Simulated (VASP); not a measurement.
Here is a VASP 6.6.1 calculation.

Contents of POSCAR:

```
ZnO
1.0
    3.2353790477      0.0000000000      0.0000000000
   -1.6176895238      2.8019204461      0.0000000000
    0.0000000000      0.0000000000      5.2111657018
Zn O
2 2
Direct
    0.3333333333      0.6666666667      0.0016840499
    0.6666666667      0.3333333333      0.5016840499
    0.3333333333      0.6666666667      0.3813159501
    0.6666666667      0.3333333333      0.8813159501
```

INCAR.step1

```
SYSTEM = ZnO
PREC     = Accurate       ! precision mode
ENCUT    = 910            ! plane-wave cutoff, eV
ISMEAR   = 0              ! smearing method
SIGMA    = 0.02           ! smearing width, eV
LREAL    = .FALSE.        ! projectors in reciprocal space
LASPH    = .TRUE.         ! aspherical terms in the spheres
NELM     = 120            ! most SCF steps
NBANDS   = 26             ! bands
GGA      = PE             ! functional
ALGO     = Normal         ! electronic algorithm
EDIFF    = 1E-5           ! SCF threshold, eV
LWAVE    = .TRUE.         ! write WAVECAR
LCHARG   = .FALSE.        ! write CHGCAR
GGA_COMPAT= .FALSE.
```

INCAR.step2

```
SYSTEM = ZnO
PREC     = Accurate       ! precision mode
ENCUT    = 910            ! plane-wave cutoff, eV
EDIFF    = 1E-6           ! SCF threshold, eV
ISMEAR   = 0              ! smearing method
SIGMA    = 0.02           ! smearing width, eV
LREAL    = .FALSE.        ! projectors in reciprocal space
LASPH    = .TRUE.         ! aspherical terms in the spheres
NELM     = 120            ! most SCF steps
ALGO     = Normal         ! electronic algorithm
ISIF     = 2              ! what is computed and relaxed
LWAVE    = .FALSE.        ! write WAVECAR
LCHARG   = .FALSE.        ! write CHGCAR
METAGGA  = R2SCAN         ! meta-GGA
LMIXTAU  = .TRUE.       
NBANDS   = 26             ! bands
ISTART   = 1            
GGA_COMPAT= .FALSE.
```

Contents of KPOINTS:

```
regular mesh
0
G
  9 9 6
  0 0 0
```

Potentials or basis: VASP PAW PBE potentials, release 64 (Zn, O_h).

Run with:

```sh
$ cat potpaw_PBE.64/Zn/POTCAR potpaw_PBE.64/O_h/POTCAR > POTCAR
$ cp INCAR.step1 INCAR
$ mpirun -np 1 vasp_std > vasp.out
$ cp INCAR.step2 INCAR
$ mpirun -np 1 vasp_std > vasp.out
```

Problem. Estimate the pressure.

Solution. 0.8 GPa.

Problem. What does it give for the band gap on the k mesh?

Solution. 1.24 eV.

Forces on the atoms (eV/Å):
```
Zn   0.000  0.000  0.002
Zn   0.000  0.000  0.002
O    0.000  0.000 -0.002
O    0.000  0.000 -0.002
```

Caveat: the cutoff is under 1.25 times the usual one of these potentials, so pressure, stress and relaxed cells hold a basis-set (Pulay) error; the PAW data sets were made with another functional, which shifts forces and pressure a little.

**Experimental background.**

“Electronic structure of alkaline earth and post-transition metal oxides”, 2009, arxiv:0908.1581 quotes, for a bulk crystal of ZnO: band gap 3.37 eV.

Against the measured gap of ZnO, 3.37 eV (quoted in “Electronic structure of alkaline earth and post-transition metal oxides”, 2009, arxiv:0908.1581), the calculated 1.24 eV is off by -2.13 eV. So large a miss can be the level of theory's own, or it may mean another phase, state or a wrong row. The value is that of r2SCAN, without temperature or zero-point motion.
